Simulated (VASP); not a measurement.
Rh:

```xyz
1
Lattice="-1.5093 1.5093 1.5093 1.5093 -1.5093 1.5093 1.5093 1.5093 -1.5093" Properties=species:S:1:pos:R:3 pbc="T T T"
Rh    0.0000    0.0000    0.0000
```

* Program: VASP 6.6.1
* Task: relaxation of cell and atoms
* Functional: BLYP
* Potentials or basis: VASP PAW PBE potentials, release 64 (Rh_pv)
* Cutoff: 600 eV
* k mesh: 15 × 15 × 15
* Occupations: fermi-dirac, width 0.1 eV
* Spin: no spin polarisation

At the start: pressure 28.2 GPa; volume 13.75 Å³/atom.

Problem. How do energy, volume and symmetry change on relaxing?

Solution. Over 5 steps the energy falls by 125.4 meV/atom and the volume is 15.34 Å³/atom (+11.6 %); space group Im-3m (No. 229, to 0.05 Å).

Step by step:
```
step  energy change (eV)  largest force (eV/Å)  pressure (GPa)  volume (Å³)
   1              0.0000                0.0000           28.17        13.75
   2              0.2248                0.0000          -23.30        19.15
   3             -0.1247                0.0000           -1.54        15.48
   4             -0.1254                0.0000           -0.32        15.38
   5             -0.1254                0.0000            0.08        15.34
```

Final structure:
```xyz
1
Lattice="-1.5653 1.5653 1.5653 1.5653 -1.5653 1.5653 1.5653 1.5653 -1.5653" Properties=species:S:1:pos:R:3 pbc="T T T"
Rh    0.0000    0.0000    0.0000
```

Caveat: the PAW data sets were made with another functional, which shifts forces and pressure a little.
